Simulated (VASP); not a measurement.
# Ni (P6/mmm) in VASP: a series of runs

The runs below take Ni through relaxation of cell and atoms, single point, with LDA.

All numbers are computed with VASP 6.6.1; they aren't measurements. Logs are shortened: lines on timing, memory, paths and dates and some standing lists are left out, and cuts for length are marked.

## 1. The cell of the first run

The structure is hexagonal, space group P6/mmm (No. 191). The conventional cell has a = 2.051 Å, b = 2.051 Å, c = 1.928 Å, α = 90.00°, β = 90.00°, γ = 120.00°. Ni (site symmetry 6/mmm) has 8 Ni at 1.93 to 2.05 Å within 2.6 Å.

This isn't the form of Ni at room conditions, which is fcc.

## 2. Relaxation of cell and atoms, LDA, collinear spin, ferromagnetic start, target pressure 230 GPa, at which the enthalpy is minimised

File INCAR:

```
SYSTEM = Ni
PREC = Accurate ; ENCUT = 600
EDIFF = 1E-6 ; ISMEAR = -1
SIGMA = 0.1 ; LREAL = .FALSE.
LASPH = .TRUE. ; NELM = 150
ALGO = Normal ; ISIF = 3
LWAVE = .FALSE. ; LCHARG = .FALSE.
ISPIN = 2 ; MAGMOM = 1
LORBIT = 11 ; LMAXMIX = 4
IBRION = 2 ; NSW = 60
EDIFFG = -0.005 ; PSTRESS = 2300.0
```

File KPOINTS:

```
Automatic mesh
0
G
  21 21 20
  0 0 0
```

File POSCAR:

```
Ni
1.0
    2.0506424326      0.0000000000      0.0000000000
   -1.0253212163      1.7759084407      0.0000000000
    0.0000000000      0.0000000000      1.9276038866
Ni
1
Direct
    0.0000000000      0.0000000000      0.0000000000
```

Potentials or basis: VASP PAW LDA potentials, release 64 (Ni).

Launch:

```console
$ cat potpaw_LDA.64/Ni/POTCAR > POTCAR
$ mpirun -np 1 vasp_std > vasp.out
```

OUTCAR:

```text
SYSTEM = Ni
   PREC = Accurate
   ENCUT = 600
   EDIFF = 1E-6
   ISMEAR = -1
   LREAL = .FALSE.
   LASPH = .TRUE.
   NELM = 150
   ISIF = 3
   ISPIN = 2
   LORBIT = 11
   IBRION = 2
   NSW = 60
   EDIFFG = -0.005
   PSTRESS = 2300.0

 ion  position               nearest neighbor table
   1  0.000  0.000  0.000-

  LATTYP: Found a hexagonal cell.
 ALAT       =     2.0506424326
 C/A-ratio  =     0.9400000000

  Lattice vectors:

 A1 = (   2.0506424326,   0.0000000000,   0.0000000000)
 A2 = (  -1.0253212163,   1.7759084407,   0.0000000000)
 A3 = (   0.0000000000,   0.0000000000,   1.9276038866)

Analysis of symmetry for initial positions (statically):
=====================================================================
 Subroutine PRICEL returns:
 Original cell was already a primitive cell.

 Routine SETGRP: Setting up the symmetry group for a
 hexagonal supercell.

 Subroutine GETGRP returns: Found 24 space group operations
 (whereof 24 operations were pure point group operations)
 out of a pool of 24 trial point group operations.

The static configuration has the point symmetry D_6h.

Analysis of symmetry for dynamics (positions and initial velocities):
=====================================================================
 Subroutine PRICEL returns:
 Original cell was already a primitive cell.

 Routine SETGRP: Setting up the symmetry group for a
 hexagonal supercell.

 Subroutine GETGRP returns: Found 24 space group operations
 (whereof 24 operations were pure point group operations)
 out of a pool of 24 trial point group operations.

The dynamic configuration has the point symmetry D_6h.

Analysis of structural, dynamic, and magnetic symmetry:
=====================================================================
 Subroutine PRICEL returns:
 Original cell was already a primitive cell.

 Routine SETGRP: Setting up the symmetry group for a
 hexagonal supercell.

 Subroutine GETGRP returns: Found 24 space group operations
 (whereof 24 operations were pure point group operations)
 out of a pool of 24 trial point group operations.

The overall configuration has the point symmetry D_6h.

 Subroutine INISYM returns: Found 24 space group operations
 (whereof 24 operations are pure point group operations),
 and found     1 'primitive' translations

----------------------------------------------------------------------------------------

                                     Primitive cell

  volume of cell :       7.0199

  direct lattice vectors                    reciprocal lattice vectors
     2.050642433  0.000000000  0.000000000     0.487652057  0.281546046  0.000000000
    -1.025321216  1.775908441  0.000000000     0.000000000  0.563092093  0.000000000
     0.000000000  0.000000000  1.927603887     0.000000000  0.000000000  0.518778784

  length of vectors
     2.050642433  2.050642433  1.927603887     0.563092093  0.563092093  0.518778784

  position of ions in fractional coordinates (direct lattice)
     0.000000000  0.000000000  0.000000000

  ion indices of the primitive-cell ions
   primitive index   ion index
                 1           1

----------------------------------------------------------------------------------------

 KPOINTS: Automatic mesh

Automatic generation of k-mesh.
 Grid dimensions read from file:
 generate k-points for:   21   21   20

 Generating k-lattice:

  Cartesian coordinates                     Fractional coordinates (reciprocal lattice)
     0.023221527  0.013406955  0.000000000     0.047619048  0.000000000  0.000000000
     0.000000000  0.026813909  0.000000000     0.000000000  0.047619048  0.000000000
     0.000000000  0.000000000  0.025938939     0.000000000  0.000000000  0.050000000

  Length of vectors
     0.026813909  0.026813909  0.025938939

  Shift w.r.t. Gamma in fractional coordinates (k-lattice)
     0.000000000  0.000000000  0.000000000

 Subroutine IBZKPT returns following result:
 ===========================================

 Found    528 irreducible k-points:

 Following reciprocal coordinates:
            Coordinates               Weight
  0.000000  0.000000  0.000000      1.000000
  0.047619 -0.000000  0.000000      6.000000
  0.095238 -0.000000  0.000000      6.000000
  0.142857  0.000000  0.000000      6.000000
  0.190476 -0.000000  0.000000      6.000000
  0.238095 -0.000000  0.000000      6.000000
[... 16 lines left out ...]
  0.142857  0.095238  0.000000     12.000000
  0.190476  0.095238  0.000000     12.000000
 [... further k-points ...]
   k-points           NKPTS =    528   k-points in BZ     NKDIM =    528   number of bands    NBANDS=     10
   number of dos      NEDOS =    301   number of ions     NIONS =      1
   total plane-waves  NPLWV =   4096
   dimension x,y,z NGX =    16 NGY =   16 NGZ =   16
   dimension x,y,z NGXF=    32 NGYF=   32 NGZF=   32
   ions per type =               1
   NGX,Y,Z   is equivalent  to a cutoff of  12.97, 12.97, 13.80 a.u.
   NGXF,Y,Z  is equivalent  to a cutoff of  25.94, 25.94, 27.60 a.u.
 SYSTEM =  Ni
   PREC   = accura    normal or accurate (medium, high low for compatibility)
   ISTART =      0    job   : 0-new  1-cont  2-samecut
   ICHARG =      2    charge: 1-file 2-atom 10-const
   ISPIN  =      2    spin polarized calculation?
   LNONCOLLINEAR =      F non collinear calculations
   LSORBIT =      F    spin-orbit coupling
   LASPH  =      T    aspherical Exc in radial PAW
   ENCUT  =  600.0 eV  44.10 Ry    6.64 a.u.   4.10  4.10  3.85*2*pi/ulx,y,z
   NELM   =    150;   NELMIN=  2; NELMDL= -5     # of ELM steps
   EDIFF  = 0.1E-05   stopping-criterion for ELM
   LREAL  =      F    real-space projection
   EDIFFG = -.5E-02   stopping-criterion for IOM
   NSW    =     60    number of steps for IOM
   IBRION =      2    ionic relax: 0-MD 1-quasi-New 2-CG
   NFREE  =      1    steps in history (QN), initial steepest desc. (CG)
   ISIF   =      3    stress and relaxation
   ISYM   =      2    0-nonsym 1-usesym 2-fastsym
   POTIM  = 0.5000    time-step for ionic-motion
   TEBEG  =    0.0;   TEEND  =   0.0 temperature during run
   PSTRESS= 2300.0 pullay stress
   NELECT =      10.0000    total number of electrons
   NUPDOWN=      -1.0000    fix difference up-down
   EMIN   =  10.00;   EMAX   =-10.00  energy-range for DOS
   EFERMI =   0.00;   METHOD = LEGACY
   ISMEAR =    -1;   SIGMA  =   0.10  broadening in eV -4-tet -1-fermi 0-gaus
   EFERMI_NEDOS =   21; number of points for ismear=-14 and -15
   IALGO  =     38    algorithm
   IMIX   =      4    mixing-type and parameters
     AMIX     =   0.40;   BMIX     =  1.00
     AMIX_MAG =   1.60;   BMIX_MAG =  1.00
  volume/ion in A,a.u.               =       7.02        47.37
  Fermi-wavevector in a.u.,A,eV,Ry     =   1.842039  3.480948 46.166013  3.393106
  Thomas-Fermi vector in A             =   2.894032
   LORBIT       =     11    0 simple, 1 ext, 2 COOP (PROOUT), +10 PAW based schemes
   GGA     = CA    functional components
   LHFCALC =     F    Hartree Fock is set to
   AEXX    =    0.0000 exact exchange contribution
   IVDW    =     0    specifies the selected vdW correction
   LEPSILON=     F    determine dielectric tensor
   LRPA    =     F    only Hartree local field effects (RPA)
 conjugate gradient relaxation of ions
 spin polarized calculation
  energy-cutoff  :      600.00
  volume of cell :        7.02
 maximum number of plane-waves:       246
   NGX =  9   NGY =  9   NGZ =  7

--------------------------------------- Ionic step        1  -------------------------------------------

 number of electron      10.0000000 magnetization       1.0000000

 number of electron       9.9999997 magnetization      -0.0003722

 number of electron       9.9999997 magnetization       0.0009657

 Free energy of the ion-electron system (eV)
  ---------------------------------------------------
  ext. energy  EPLUGINS =         0.00000000
  ---------------------------------------------------
  free energy    TOTEN  =        -4.14996931 eV

  energy without entropy =       -4.11376745  energy(sigma->0) =       -4.13186838

------------------------ aborting loop because EDIFF is reached ----------------------------------------

  FORCE on cell =-STRESS in cart. coord.  units (eV):
  Direction    XX          YY          ZZ          XY          YZ          ZX
  --------------------------------------------------------------------------------------
  -------------------------------------------------------------------------------------
  Total       10.7957914     10.7957914     12.1044545     -0.0000000      0.0000000      0.0000000
  in kB     2463.9776498   2463.9776498   2762.6603747     -0.0000000      0.0000000      0.0000000
  external PRESSURE =     263.5385581 kB  Pullay stress =    2300.0000000 kB
[... 94 lines left out ...]
  FREE ENERGIE OF THE ION-ELECTRON SYSTEM (eV)
  ---------------------------------------------------
  free  energy   TOTEN  =        -4.4591891455 eV

  energy  without entropy=       -4.4221245966  energy(sigma->0) =       -4.44065687

  enthalpy is  TOTEN    =         5.9084503996 eV   P V=       10.3676395450

[... ionic steps 4 to 20 ...]

--------------------------------------- Ionic step       21  -------------------------------------------

 number of electron       9.9999991 magnetization      -0.0000000

------------------------ aborting loop because EDIFF is reached ----------------------------------------

  FORCE on cell =-STRESS in cart. coord.  units (eV):
  Direction    XX          YY          ZZ          XY          YZ          ZX
  --------------------------------------------------------------------------------------
  -------------------------------------------------------------------------------------
  Total       10.3098347     10.3098347     10.3176489     -0.0000000     -0.0000000      0.0000000
  in kB     2298.1463130   2298.1463129   2299.8881654     -0.0000000     -0.0000000      0.0000000
  external PRESSURE =      -1.2730696 kB  Pullay stress =    2300.0000000 kB
[... 59 lines left out ...]
  enthalpy is  TOTEN    =         5.9071208560 eV   P V=       10.3181821725

--------------------------------------- Ionic step       23  -------------------------------------------

 number of electron       9.9999991 magnetization       0.0000000

 Free energy of the ion-electron system (eV)
  ---------------------------------------------------
  ext. energy  EPLUGINS =         0.00000000
  ---------------------------------------------------
  free energy    TOTEN  =        -4.41107464 eV

  energy without entropy =       -4.37455646  energy(sigma->0) =       -4.39281555

 E-fermi :  16.6291     XC(G=0): -16.1778

 val. band max:       16.6263179499   @ k =   0.2857  -0.0000   0.0000
 cond. band min:      16.6323776065   @ k =   0.2381  -0.0000   0.0500
 fundamental gap:      0.0060596565
 Fermi energy:        16.6291160912

 spin component 1

 k-point     1 :       0.0000    0.0000    0.0000
  band No.  band energies     occupation
      1       4.4702      1.00000
      2       9.8202      1.00000
      3      12.9816      1.00000
      4      12.9816      1.00000
      5      16.9176      0.05290
      6      16.9176      0.05290
      7      42.3475      0.00000
      8      43.9673      0.00000
      9      50.3785      0.00000
     10      52.9178      0.00000
[... 287 lines left out ...]
 k-point    24 :       0.1905    0.0952    0.0000
  band No.  band energies     occupation
      1       7.4544      1.00000
      2      10.6480      1.00000
      3      11.7129      1.00000
      4      15.0623      1.00000
      5      15.6733      0.99993
      6      16.6213      0.51942
      7      36.3783      0.00000
      8      40.7550      0.00000
      9      46.9140      0.00000
     10      49.8321      0.00000

 [... further k-points ...]

 spin component 2

 k-point     1 :       0.0000    0.0000    0.0000
  band No.  band energies     occupation
      1       4.4702      1.00000
      2       9.8202      1.00000
      3      12.9816      1.00000
      4      12.9816      1.00000
      5      16.9176      0.05290
      6      16.9176      0.05290
      7      42.3475      0.00000
      8      43.9673      0.00000
      9      50.3785      0.00000
     10      52.9178      0.00000
[... 287 lines left out ...]
 k-point    24 :       0.1905    0.0952    0.0000
  band No.  band energies     occupation
      1       7.4544      1.00000
      2      10.6480      1.00000
      3      11.7129      1.00000
      4      15.0623      1.00000
      5      15.6733      0.99993
      6      16.6213      0.51942
      7      36.3783      0.00000
      8      40.7550      0.00000
      9      46.9140      0.00000
     10      49.8321      0.00000

 [... further k-points ...]
[... 5 lines left out ...]
  --------------------------------------------------------------------------------------
  -------------------------------------------------------------------------------------
  Total       10.3132998     10.3132998     10.3183634     -0.0000000      0.0000000      0.0000000
  in kB     2298.9087249   2298.9087249   2300.0374168     -0.0000000      0.0000000      0.0000000
  external PRESSURE =      -0.7150444 kB  Pullay stress =    2300.0000000 kB
[... 16 lines left out ...]
  FREE ENERGIE OF THE ION-ELECTRON SYSTEM (eV)
  ---------------------------------------------------
  free  energy   TOTEN  =        -4.4110746410 eV

  energy  without entropy=       -4.3745564635  energy(sigma->0) =       -4.39281555

  enthalpy is  TOTEN    =         5.9071208518 eV   P V=       10.3181954928

 reached required accuracy - stopping structural energy minimisation

 total charge

# of ion       s       p       d       tot
------------------------------------------
    1        0.774   0.980   8.817  10.571

 magnetization (x)

# of ion       s       p       d       tot
------------------------------------------
    1       -0.000   0.000   0.000  -0.000
```

Wall time 5.9 min (1 thread of Intel Xeon 8259CL, shared host); peak memory 0.23 GiB.

What came out:

* Free energy: -4.4111 eV
* Relaxed volume: 7.19 Å³/atom
* Relaxed cell: a = 2.056 Å, b = 2.056 Å, c = 1.963 Å, α = 90.00°, β = 90.00°, γ = 120.00°
* Space group after relaxing (to 0.1 Å): P6/mmm (No. 191)
* Energy change on relaxing (the run minimises the enthalpy): -261.1 meV/atom
* Ionic steps: 23
* Pressure after relaxing: 229.9 GPa
* Band gap on the k mesh: zero (filled and empty bands overlap)
* Net moment: 0.00 μB per cell

The path:
```tsv
step	energy change (eV)	largest force (eV/Å)	pressure (GPa)	volume (Å³)
1	0.0000	0.0000	256.35	7.02
2	-1.3173	0.0000	113.15	8.25
3	-0.3092	0.0000	224.33	7.22
4	-0.2832	0.0000	227.27	7.20
5	-0.1764	0.0000	239.12	7.14
6	-0.2587	0.0000	230.35	7.19
7	-0.2582	0.0000	230.50	7.19
8	-0.2797	0.0000	228.00	7.20
9	-0.2614	0.0000	229.94	7.19
10	-0.2608	0.0000	230.27	7.19
11	-0.2611	0.0000	229.80	7.19
12	-0.2609	0.0000	230.07	7.19
13	-0.2609	0.0000	230.02	7.19
14	-0.2629	0.0000	229.73	7.19
15	-0.2616	0.0000	229.88	7.19
16	-0.2612	0.0000	230.11	7.19
17	-0.2615	0.0000	229.82	7.19
18	-0.2611	0.0000	230.13	7.19
19	-0.2609	0.0000	230.14	7.19
20	-0.2610	0.0000	229.93	7.19
21	-0.2611	0.0000	229.87	7.19
22	-0.2611	0.0000	229.91	7.19
23	-0.2611	0.0000	229.93	7.19
```

Final structure:
```xyz
1
Lattice="2.0561 0.0000 0.0000 -1.0280 1.7806 0.0000 0.0000 0.0000 1.9632" Properties=species:S:1:pos:R:3 pbc="T T T"
Ni    0.0000    0.0000    0.0000
```

Levels at points of the mesh, in eV from the Fermi level:
Spin up:
```csv
k point,band 2,band 3,band 4,band 5,band 6,band 7,band 8,band 9
"(0.00, 0.00, 0.00)",-6.81,-3.65,-3.65,0.29,0.29,25.72,27.34,33.75
"(0.00, 0.00, 0.50)",-3.05,-3.05,-3.04,-1.84,-1.84,7.48,33.88,37.80
```
Spin down:
```csv
k point,band 1,band 2,band 3,band 4,band 5,band 6,band 7,band 8,band 9,band 10
"(0.00, 0.00, 0.00)",-12.16,-6.81,-3.65,-3.65,0.29,0.29,25.72,27.34,33.75,36.29
"(0.00, 0.00, 0.50)",-6.74,-3.05,-3.05,-3.04,-1.84,-1.84,7.48,33.88,37.80,37.80
```

Caveat: the cell is relaxed towards a set pressure, so the run minimises the enthalpy, not the energy.

(Part 1 of 2 ends here.)
